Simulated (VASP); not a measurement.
# AlGa3N4 (P-43m) in VASP: notebook

AlGa3N4 is run at these levels: LDA; tasks: relaxation of cell and atoms, single point.

Everything below comes from runs of VASP 6.6.1. Logs are shortened: lines on timing, memory, paths and dates and some standing lists are left out, and cuts for length are marked.

## Step 1: The cell of the first run

It takes space group P-43m (No. 215, cubic). The conventional cell has a = 4.427 Å, b = 4.427 Å, c = 4.427 Å, α = 90.00°, β = 90.00°, γ = 90.00°. Al (site symmetry -43m) has 4 N at 1.88 Å within 2.5 Å. Within 2.6 Å of Ga (site symmetry -42m) lie 4 N at 1.93 Å. Within 2.5 Å of N (site symmetry 3m) lie 1 Al at 1.88 Å and 3 Ga at 1.93 Å.

## Step 2: Relaxation of cell and atoms, LDA

Input file INCAR:

```
SYSTEM = AlGa3N4
  PREC = Accurate
  ENCUT = 600
  EDIFF = 1E-7
  ISMEAR = 0
  SIGMA = 0.01
  LREAL = .False.
  LASPH = .True.
  NELM = 100
  ALGO = Normal
  ISIF = 3
  LWAVE = .False.
  LCHARG = .False.
  IBRION = 2
  NSW = 80
  EDIFFG = -0.001
```

Input file KPOINTS:

```
Automatic mesh
0
Gamma
  6 6 6
  0 0 0
```

Input file POSCAR:

```
AlGa3N4
1.0
    4.4269712081      0.0000000000      0.0000000000
    0.0000000000      4.4269712081      0.0000000000
    0.0000000000      0.0000000000      4.4269712081
Al Ga N
1 3 4
Direct
    0.0000000000      0.0000000000      0.0000000000
    0.5000000000      0.5000000000      0.0000000000
    0.5000000000      0.0000000000      0.5000000000
    0.0000000000      0.5000000000      0.5000000000
    0.7548198296      0.7548198296      0.2451801704
    0.7548198296      0.2451801704      0.7548198296
    0.2451801704      0.7548198296      0.7548198296
    0.2451801704      0.2451801704      0.2451801704
```

Potentials or basis: VASP PAW LDA potentials, release 64 (Al, Ga_d, N).

Started as:

```console
> cat potpaw_LDA.64/Al/POTCAR potpaw_LDA.64/Ga_d/POTCAR potpaw_LDA.64/N/POTCAR > POTCAR
> mpirun -np 1 vasp_std > vasp.out
```

OUTCAR:

```text
SYSTEM = AlGa3N4
   PREC = Accurate
   ENCUT = 600
   EDIFF = 1E-7
   ISMEAR = 0
   LREAL = .False.
   LASPH = .True.
   NELM = 100
   ISIF = 3
   IBRION = 2
   NSW = 80
   EDIFFG = -0.001

 ion  position               nearest neighbor table
   1  0.000  0.000  0.000-   5 1.88   6 1.88   7 1.88   8 1.88   3 3.13   4 3.13   2 3.13   3 3.13
                             4 3.13   2 3.13   4 3.13   4 3.13   2 3.13   3 3.13   3 3.13   2 3.13
   2  0.500  0.500  0.000-   5 1.93   6 1.93   7 1.93   8 1.93   1 3.13   1 3.13   1 3.13   1 3.13

   3  0.500  0.000  0.500-   5 1.93   6 1.93   7 1.93   8 1.93   1 3.13   1 3.13   1 3.13   1 3.13

   4  0.000  0.500  0.500-   5 1.93   6 1.93   7 1.93   8 1.93   1 3.13   1 3.13   1 3.13   1 3.13

   5  0.755  0.755  0.245-   1 1.88   2 1.93   3 1.93   4 1.93
   6  0.755  0.245  0.755-   1 1.88   2 1.93   3 1.93   4 1.93
   7  0.245  0.755  0.755-   1 1.88   2 1.93   3 1.93   4 1.93
   8  0.245  0.245  0.245-   1 1.88   2 1.93   3 1.93   4 1.93

  LATTYP: Found a simple cubic cell.
 ALAT       =     4.4269712081

  Lattice vectors:

 A1 = (   4.4269712081,   0.0000000000,   0.0000000000)
 A2 = (   0.0000000000,   4.4269712081,   0.0000000000)
 A3 = (   0.0000000000,   0.0000000000,   4.4269712081)

Analysis of symmetry for initial positions (statically):
=====================================================================
 Subroutine PRICEL returns:
 Original cell was already a primitive cell.

 Routine SETGRP: Setting up the symmetry group for a
 simple cubic supercell.

 Subroutine GETGRP returns: Found 24 space group operations
 (whereof 24 operations were pure point group operations)
 out of a pool of 48 trial point group operations.

The static configuration has the point symmetry T_d .

Analysis of symmetry for dynamics (positions and initial velocities):
=====================================================================
 Subroutine PRICEL returns:
 Original cell was already a primitive cell.

 Routine SETGRP: Setting up the symmetry group for a
 simple cubic supercell.

 Subroutine GETGRP returns: Found 24 space group operations
 (whereof 24 operations were pure point group operations)
 out of a pool of 48 trial point group operations.

The dynamic configuration has the point symmetry T_d .

 Subroutine INISYM returns: Found 24 space group operations
 (whereof 24 operations are pure point group operations),
 and found     1 'primitive' translations

----------------------------------------------------------------------------------------

                                     Primitive cell

  volume of cell :      86.7601

  direct lattice vectors                    reciprocal lattice vectors
     4.426971208  0.000000000  0.000000000     0.225888074  0.000000000  0.000000000
     0.000000000  4.426971208  0.000000000     0.000000000  0.225888074  0.000000000
     0.000000000  0.000000000  4.426971208     0.000000000  0.000000000  0.225888074

  length of vectors
     4.426971208  4.426971208  4.426971208     0.225888074  0.225888074  0.225888074

  position of ions in fractional coordinates (direct lattice)
     0.000000000  0.000000000  0.000000000
     0.500000000  0.500000000  0.000000000
     0.500000000  0.000000000  0.500000000
     0.000000000  0.500000000  0.500000000
     0.754819830  0.754819830  0.245180170
     0.754819830  0.245180170  0.754819830
     0.245180170  0.754819830  0.754819830
     0.245180170  0.245180170  0.245180170

  ion indices of the primitive-cell ions
   primitive index   ion index
                 1           1
                 2           2
                 3           3
                 4           4
                 5           5
                 6           6
                 7           7
                 8           8

----------------------------------------------------------------------------------------

 KPOINTS: Automatic mesh

Automatic generation of k-mesh.
 Grid dimensions read from file:
 generate k-points for:    6    6    6

 Generating k-lattice:

  Cartesian coordinates                     Fractional coordinates (reciprocal lattice)
     0.037648012  0.000000000  0.000000000     0.166666667  0.000000000  0.000000000
     0.000000000  0.037648012  0.000000000     0.000000000  0.166666667  0.000000000
     0.000000000  0.000000000  0.037648012     0.000000000  0.000000000  0.166666667

  Length of vectors
     0.037648012  0.037648012  0.037648012

  Shift w.r.t. Gamma in fractional coordinates (k-lattice)
     0.000000000  0.000000000  0.000000000

 Subroutine IBZKPT returns following result:
 ===========================================

 Found     20 irreducible k-points:

 Following reciprocal coordinates:
            Coordinates               Weight
  0.000000  0.000000  0.000000      1.000000
  0.166667  0.000000  0.000000      6.000000
  0.333333  0.000000  0.000000      6.000000
  0.500000  0.000000  0.000000      3.000000
  0.166667  0.166667  0.000000     12.000000
  0.333333  0.166667  0.000000     24.000000
[... 12 lines left out ...]
  0.500000  0.500000  0.333333      6.000000
  0.500000  0.500000  0.500000      1.000000
   k-points           NKPTS =     20   k-points in BZ     NKDIM =     20   number of bands    NBANDS=     37
   number of dos      NEDOS =    301   number of ions     NIONS =      8
   total plane-waves  NPLWV =  46656
   dimension x,y,z NGX =    36 NGY =   36 NGZ =   36
   dimension x,y,z NGXF=    72 NGYF=   72 NGZF=   72
   ions per type =               1   3   4
   NGX,Y,Z   is equivalent  to a cutoff of  13.52, 13.52, 13.52 a.u.
   NGXF,Y,Z  is equivalent  to a cutoff of  27.04, 27.04, 27.04 a.u.
 SYSTEM =  AlGa3N4
   PREC   = accura    normal or accurate (medium, high low for compatibility)
   ISTART =      0    job   : 0-new  1-cont  2-samecut
   ICHARG =      2    charge: 1-file 2-atom 10-const
   ISPIN  =      1    spin polarized calculation?
   LNONCOLLINEAR =      F non collinear calculations
   LSORBIT =      F    spin-orbit coupling
   LASPH  =      T    aspherical Exc in radial PAW
   ENCUT  =  600.0 eV  44.10 Ry    6.64 a.u.   8.84  8.84  8.84*2*pi/ulx,y,z
   NELM   =    100;   NELMIN=  2; NELMDL= -5     # of ELM steps
   EDIFF  = 0.1E-06   stopping-criterion for ELM
   LREAL  =      F    real-space projection
   EDIFFG = -.1E-02   stopping-criterion for IOM
   NSW    =     80    number of steps for IOM
   IBRION =      2    ionic relax: 0-MD 1-quasi-New 2-CG
   NFREE  =      1    steps in history (QN), initial steepest desc. (CG)
   ISIF   =      3    stress and relaxation
   ISYM   =      2    0-nonsym 1-usesym 2-fastsym
   POTIM  = 0.5000    time-step for ionic-motion
   TEBEG  =    0.0;   TEEND  =   0.0 temperature during run
   PSTRESS=    0.0 pullay stress
   NELECT =      62.0000    total number of electrons
   NUPDOWN=      -1.0000    fix difference up-down
   EMIN   =  10.00;   EMAX   =-10.00  energy-range for DOS
   EFERMI =   0.00;   METHOD = LEGACY
   ISMEAR =     0;   SIGMA  =   0.01  broadening in eV -4-tet -1-fermi 0-gaus
   EFERMI_NEDOS =   21; number of points for ismear=-14 and -15
   IALGO  =     38    algorithm
   IMIX   =      4    mixing-type and parameters
     AMIX     =   0.40;   BMIX     =  1.00
     AMIX_MAG =   1.60;   BMIX_MAG =  1.00
  volume/ion in A,a.u.               =      10.85        73.19
  Fermi-wavevector in a.u.,A,eV,Ry     =   1.463632  2.765864 29.146672  2.142220
  Thomas-Fermi vector in A             =   2.579704
   LORBIT       =      0    0 simple, 1 ext, 2 COOP (PROOUT), +10 PAW based schemes
   GGA     = CA    functional components
   LHFCALC =     F    Hartree Fock is set to
   AEXX    =    0.0000 exact exchange contribution
   IVDW    =     0    specifies the selected vdW correction
   LEPSILON=     F    determine dielectric tensor
   LRPA    =     F    only Hartree local field effects (RPA)
 conjugate gradient relaxation of ions
 non-spin polarized calculation
 Gauss-broadening in eV      SIGMA  =   0.01
  energy-cutoff  :      600.00
  volume of cell :       86.76
 maximum number of plane-waves:      2945
 NGX is ok and might be reduce to    36
   NGX = 17   NGY = 17   NGZ = 17

--------------------------------------- Ionic step        1  -------------------------------------------

 number of electron      61.9999939 magnetization

 Free energy of the ion-electron system (eV)
  ---------------------------------------------------
  ext. energy  EPLUGINS =         0.00000000
  ---------------------------------------------------
  free energy    TOTEN  =       -58.20026498 eV

  energy without entropy =      -58.20026498  energy(sigma->0) =      -58.20026498

------------------------ aborting loop because EDIFF is reached ----------------------------------------

  FORCE on cell =-STRESS in cart. coord.  units (eV):
  Direction    XX          YY          ZZ          XY          YZ          ZX
  --------------------------------------------------------------------------------------
  -------------------------------------------------------------------------------------
  Total        0.4705815      0.4705815      0.4705815      0.0000000     -0.0000000     -0.0000000
  in kB        8.6901120      8.6901120      8.6901120      0.0000000     -0.0000000     -0.0000000
  external PRESSURE =       8.6901120 kB  Pullay stress =       0.0000000 kB
[... 153 lines left out ...]
  energy  without entropy=      -58.2013688611  energy(sigma->0) =      -58.20136886

--------------------------------------- Ionic step        5  -------------------------------------------

 number of electron      61.9999938 magnetization

 Free energy of the ion-electron system (eV)
  ---------------------------------------------------
  ext. energy  EPLUGINS =         0.00000000
  ---------------------------------------------------
  free energy    TOTEN  =       -58.20137510 eV

  energy without entropy =      -58.20137510  energy(sigma->0) =      -58.20137510

 E-fermi :   5.4759     XC(G=0): -12.0585

 val. band max:        5.4339637207   @ k =   0.0000   0.0000   0.0000
 cond. band min:       7.9747437916   @ k =   0.0000   0.0000   0.0000
 fundamental gap:      2.5407800709
 Fermi energy:         5.4759182191

 k-point     1 :       0.0000    0.0000    0.0000
  band No.  band energies     occupation
      1     -10.3094      2.00000
      2      -9.0353      2.00000
      3      -9.0353      2.00000
      4      -9.0353      2.00000
      5      -7.8483      2.00000
      6      -7.8218      2.00000
[... 824 lines left out ...]
  FREE ENERGIE OF THE ION-ELECTRON SYSTEM (eV)
  ---------------------------------------------------
  free  energy   TOTEN  =       -58.2013750982 eV

  energy  without entropy=      -58.2013750982  energy(sigma->0) =      -58.20137510

 reached required accuracy - stopping structural energy minimisation
```

Run time: 1.9 min. Hardware: 1 thread of Intel Xeon 6975P-C (Granite Rapids), shared host; peak memory 0.21 GiB.

What came out:

```yaml
Free_energy: -58.2014 eV
Relaxed_volume: 10.89 Å³/atom
Relaxed_cell: a = 4.433 Å, b = 4.433 Å, c = 4.433 Å, α = 90.00°, β = 90.00°, γ = 90.00°
Space_group_after_relaxing_to_0.05_Å: P-43m (No. 215)
Energy_gained_by_relaxing: 0.1 meV/atom
Ionic_steps: 5
Pressure_after_relaxing: 0.0 GPa
Band_gap_on_the_k_mesh: 2.54 eV, direct
```

The path:
```
step  energy change (eV)  largest force (eV/Å)  pressure (GPa)  volume (Å³)
   1              0.0000                0.0285            0.87        86.76
   2             -0.0001                0.0091           -0.85        87.50
   3             -0.0011                0.0087           -0.02        87.15
   4             -0.0011                0.0090            0.01        87.14
   5             -0.0011                0.0007            0.01        87.13
```

Final structure:
```
Al Ga N
1.0
     4.43331    0.00000    0.00000
     0.00000    4.43331    0.00000
     0.00000    0.00000    4.43331
Al Ga N
1 3 4
Cartesian
  0.0000 0.0000 0.0000
  2.2167 2.2167 0.0000
  2.2167 0.0000 2.2167
  0.0000 2.2167 2.2167
  3.3470 3.3470 1.0863
  3.3470 1.0863 3.3470
  1.0863 3.3470 3.3470
  1.0863 1.0863 1.0863
```

## Step 3: Single point, LDA

Input file INCAR:

```
SYSTEM = AlGa3N4
PREC = Accurate
ENCUT = 520
EDIFF = 1E-6
ISMEAR = 0
SIGMA = 0.01
LREAL = .FALSE.
LASPH = .TRUE.
NELM = 100
ALGO = Normal
ISIF = 2
LWAVE = .FALSE.
LCHARG = .TRUE.
GGA = CA
LELF = .TRUE.
LVHAR = .TRUE.
NBANDS = 41
```

Input file KPOINTS:

```
Automatic mesh
0
G
  6 6 6
  0 0 0
```

Input file POSCAR:

```
AlGa3N4
1.0
    4.4269587433      0.0000000000      0.0000000000
    0.0000000000      4.4269587433      0.0000000000
    0.0000000000      0.0000000000      4.4269587433
Al Ga N
1 3 4
Direct
    0.0000000000      0.0000000000      0.0000000000
    0.5000000000      0.5000000000      0.0000000000
    0.5000000000      0.0000000000      0.5000000000
    0.0000000000      0.5000000000      0.5000000000
    0.7548254428      0.7548254428      0.2451745572
    0.7548254428      0.2451745572      0.7548254428
    0.2451745572      0.7548254428      0.7548254428
    0.2451745572      0.2451745572      0.2451745572
```

Potentials or basis: VASP PAW LDA potentials, release 64 (Al, Ga_d, N).

Started as:

```console
> cat potpaw_LDA.64/Al/POTCAR potpaw_LDA.64/Ga_d/POTCAR potpaw_LDA.64/N/POTCAR > POTCAR
> mpirun -np 1 vasp_std > vasp.out
```

Wall time 86 s (1 thread of Intel Xeon 6975P-C, shared host); peak memory 0.2 GiB.

The run converged. Its results:

| Item | Value |
| --- | --- |
| Free energy | -58.1986 eV |
| Pressure | 1.0 GPa |
| Largest force | 0.028 eV/Å |
| Band gap on the k mesh | 2.57 eV, direct |

Forces in eV/Å, atoms in the order of the input:
```
Al   0.000  0.000  0.000
Ga   0.000  0.000  0.000
Ga   0.000  0.000  0.000
Ga   0.000  0.000  0.000
N    0.016  0.016 -0.016
N    0.016 -0.016  0.016
N   -0.016  0.016  0.016
N   -0.016 -0.016 -0.016
```

Levels at points of the mesh, in eV from the valence-band top:
| k point | band 27 | band 28 | band 29 | band 30 | band 31 | band 32 | band 33 | band 34 | band 35 | band 36 |
| --- | --- | --- | --- | --- | --- | --- | --- | --- | --- | --- |
| (0.00, 0.00, 0.00) | -2.55 | -2.55 | 0.00 | 0.00 | 0.00 | 2.57 | 3.37 | 3.37 | 3.37 | 6.53 |
| (0.50, 0.00, 0.00) | -2.83 | -1.54 | -1.54 | -1.24 | -1.24 | 4.98 | 5.07 | 6.20 | 6.20 | 7.79 |
| (0.50, 0.50, 0.00) | -3.13 | -1.02 | -0.97 | -0.97 | -0.66 | 6.85 | 7.03 | 7.03 | 7.35 | 7.36 |
| (0.50, 0.50, 0.50) | -0.79 | -0.79 | -0.71 | -0.71 | -0.71 | 5.11 | 5.11 | 5.11 | 6.38 | 9.04 |

As with any semilocal functional, this LDA gap is likely too small.

## Step 4: Relaxation of cell and atoms, LDA

This run uses another cell than the first one, of 11.15 Å³/atom, 1.028 times its volume.

Input file INCAR:

```
SYSTEM = AlGa3N4
  PREC = Accurate
  ENCUT = 600
  EDIFF = 1E-7
  ISMEAR = 0
  SIGMA = 0.01
  LREAL = .False.
  LASPH = .True.
  NELM = 100
  ALGO = Normal
  ISIF = 3
  LWAVE = .False.
  LCHARG = .False.
  IBRION = 2
  NSW = 80
  EDIFFG = -0.001
```

Input file KPOINTS:

```
Automatic mesh
0
Gamma
  6 6 6
  0 0 0
```

Input file POSCAR:

```
AlGa3N4
1.0
    4.4675724049      0.0000000000      0.0000000000
    0.0000000000      4.4675724049      0.0000000000
    0.0000000000      0.0000000000      4.4675724049
Al Ga N
1 3 4
Direct
    0.0000000000      0.0000000000      0.0000000000
    0.5000000000      0.5000000000      0.0000000000
    0.5000000000      0.0000000000      0.5000000000
    0.0000000000      0.5000000000      0.5000000000
    0.7550308532      0.7550308532      0.2449691468
    0.7550308532      0.2449691468      0.7550308532
    0.2449691468      0.7550308532      0.7550308532
    0.2449691468      0.2449691468      0.2449691468
```

Started as:

```console
> cat potpaw_LDA.64/Al/POTCAR potpaw_LDA.64/Ga_d/POTCAR potpaw_LDA.64/N/POTCAR > POTCAR
> mpirun -np 1 vasp_std > vasp.out
```

Run time: 5.7 min. Hardware: 1 thread of Intel Xeon 6975P-C, shared host; peak memory 0.22 GiB.

It converged, with:

```yaml
Free_energy: -58.2042 eV
Relaxed_volume: 10.89 Å³/atom
Relaxed_cell: a = 4.433 Å, b = 4.433 Å, c = 4.433 Å, α = 90.00°, β = 90.00°, γ = 90.00°
Space_group_after_relaxing_to_0.05_Å: P-43m (No. 215)
Energy_gained_by_relaxing: 3.7 meV/atom
Ionic_steps: 8
Pressure_after_relaxing: 0.0 GPa
Band_gap_on_the_k_mesh: 2.54 eV, direct
```

The path:
```csv
step,energy change (eV),largest force (eV/Å),pressure (GPa),volume (Å³)
1,0.0000,0.0181,-4.52,89.17
2,-0.0002,0.0140,4.85,85.17
3,-0.0292,0.0035,-0.02,87.14
4,-0.0292,0.0031,0.07,87.10
5,-0.0292,0.0000,-0.09,87.15
6,-0.0292,0.0011,0.00,87.13
7,-0.0292,0.0014,0.00,87.13
8,-0.0292,0.0003,-0.01,87.13
```

Final structure:
```
CELL_PARAMETERS angstrom
4.43327 0.00000 0.00000
0.00000 4.43327 0.00000
0.00000 0.00000 4.43327
ATOMIC_POSITIONS crystal
Al 0.00000 0.00000 0.00000
Ga 0.50000 0.50000 0.00000
Ga 0.50000 0.00000 0.50000
Ga 0.00000 0.50000 0.50000
N 0.75496 0.75496 0.24504
N 0.75496 0.24504 0.75496
N 0.24504 0.75496 0.75496
N 0.24504 0.24504 0.24504
```

Levels at points of the mesh, in eV from the valence-band top:
```
           k point  band 28  band 29  band 30  band 31  band 32  band 33  band 34  band 35
(0.00, 0.00, 0.00)    -2.54     0.00     0.00     0.00     2.54     3.37     3.37     3.37
(0.50, 0.00, 0.00)    -1.53    -1.53    -1.23    -1.23     4.96     5.05     6.19     6.19
(0.50, 0.50, 0.00)    -1.02    -0.96    -0.96    -0.65     6.81     6.99     6.99     7.33
(0.50, 0.50, 0.50)    -0.78    -0.70    -0.70    -0.70     5.08     5.08     5.08     6.35
```

LDA gaps usually lie below the measured ones, often by a third to a half.

## Step 5: Summary

```tsv
task	cell	cutoff (eV)	gap on the mesh (eV)	pressure (GPa)	relaxed volume (Å³/atom)
relaxation of cell and atoms	relaxed from a = 4.427 Å, 8 atoms	600	2.54	0.0	10.89
single point	a = 4.427 Å, 8 atoms	520	2.57	1.0	-
relaxation of cell and atoms	relaxed from a = 4.468 Å, 8 atoms	600	2.54	0.0	10.89
```

Alike in all rows: level LDA; potentials or basis VASP PAW LDA potentials, release 64 (Al, Ga_d, N); no spin polarisation; k mesh 6 × 6 × 6; smearing gaussian 0.01 eV.

Total energies depend on the potentials used, so only differences within one code and one set of settings carry meaning.
